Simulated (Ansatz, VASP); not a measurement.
# BaTiO3: VASP beside Ansatz

POSCAR

```
BaTiO3
1.0
    2.8399983144      1.6396737913      2.3313532688
   -2.8399983144      1.6396737913      2.3313532688
    0.0000000000     -3.2793475827      2.3313532687
Ba Ti O
1 1 3
Direct
   -0.0032057798     -0.0032057798     -0.0032057798
    0.4833346617      0.4833346617      0.4833346617
    0.5098255445      0.5098255445      0.0194200292
    0.0194200292      0.5098255445      0.5098255445
    0.5098255445      0.0194200292      0.5098255445
```

The input INCAR.step1:

```
ALGO     = Normal         # electronic algorithm
EDIFF    = 1E-5           # SCF threshold, eV
ENCUT    = 520            # plane-wave cutoff, eV
GGA      = PE             # functional
ISIF     = 2              # what is computed and relaxed
ISMEAR   = 0              # smearing method
LASPH    = T              # aspherical terms in the spheres
LCHARG   = F              # write CHGCAR
LREAL    = F              # projectors in reciprocal space
LWAVE    = T              # write WAVECAR
NBANDS   = 28             # bands
NELM     = 100            # most SCF steps
PREC     = Accurate       # precision mode
SIGMA    = 0.01           # smearing width, eV
```

INCAR.step2

```
AEXX     = 0.25           # exact-exchange fraction
ALGO     = Normal         # electronic algorithm
EDIFF    = 1E-6           # SCF threshold, eV
ENCUT    = 520            # plane-wave cutoff, eV
GGA      = PE             # functional
ISIF     = 2              # what is computed and relaxed
ISMEAR   = 0              # smearing method
ISTART   = 1            
LASPH    = T              # aspherical terms in the spheres
LCHARG   = F              # write CHGCAR
LHFCALC  = T              # exact exchange
LREAL    = F              # projectors in reciprocal space
LWAVE    = F              # write WAVECAR
NBANDS   = 28             # bands
NELM     = 100            # most SCF steps
PREC     = Accurate       # precision mode
PRECFOCK = Fast         
SIGMA    = 0.01           # smearing width, eV
```

Contents of KPOINTS:

```
k-points
0
Gamma
  4 4 4
```

Input for Ansatz:

```yaml
crystal:
  lattice:
    - [2.8399983144, 1.6396737913, 2.3313532688]
    - [-2.8399983144, 1.6396737913, 2.3313532688]
    - [0.0, -3.2793475827, 2.3313532687]
  atoms:
    - { symbol: Ba, position: [-0.0032057798, -0.0032057798, -0.0032057798] }
    - { symbol: Ti, position: [0.4833346617, 0.4833346617, 0.4833346617] }
    - { symbol: O, position: [0.5098255445, 0.5098255445, 0.0194200292] }
    - { symbol: O, position: [0.0194200292, 0.5098255445, 0.5098255445] }
    - { symbol: O, position: [0.5098255445, 0.0194200292, 0.5098255445] }
kpoints:
  mp_grid: { grid: [4, 4, 4] }
  band_path:
    path:
      - [0.0, 0.0, 0.0]
      - [0.5, 0.5, 0.5]
      - [0.503566118, 0.496433882, 0.5]
      - [0.5, -0.496433882, 0.496433882]
      - [0.5, 0.0, 0.0]
      - [0.498216941, -0.498216941, 0.0]
      - [0.501783059, 0.0, 0.498216941]
      - [-0.052083, 0.010417, 0.010417]
      - [0.0498216941, -0.0498216941, 0.0]
    npoints: 1
hamiltonian:
  xc: pbe0
scf:
  occupations: { method: fixed }
  n_extra_bands: 5
output:
  forces: true
  stress: true
  eigenvalues: true
```

Alike in both runs: task single point; functional PBE0; k mesh 4 × 4 × 4; no spin polarisation.

```csv
,VASP,Ansatz
version,VASP 6.6.1,Ansatz 0.2.0
potentials or method,"VASP PAW PBE potentials, release 64 (Ba_sv, Ti_sv, O)","plane waves, PAW"
plane-wave cutoff (eV),520,420
occupations,"gaussian, width 0.01 eV",fixed
valence electrons in the cell,40,40
```

```csv
,VASP,Ansatz,Ansatz less VASP
gap on the k mesh at the Fermi level (eV),4.68,4.71,+0.034
pressure (GPa),-0.6,-2.1,-1.48
"traceless stress, the component that is largest in VASP (GPa)",0.19,0.24,+0.049
rms of the force components (eV/Å),0.082,0.112,+0.0303
```

Atom by atom the forces differ by 0.033 eV/Å (rms over components). Ansatz's warnings: stress exchange threshold loose, stress scf threshold loose.

Neither program's run includes spin-orbit coupling.
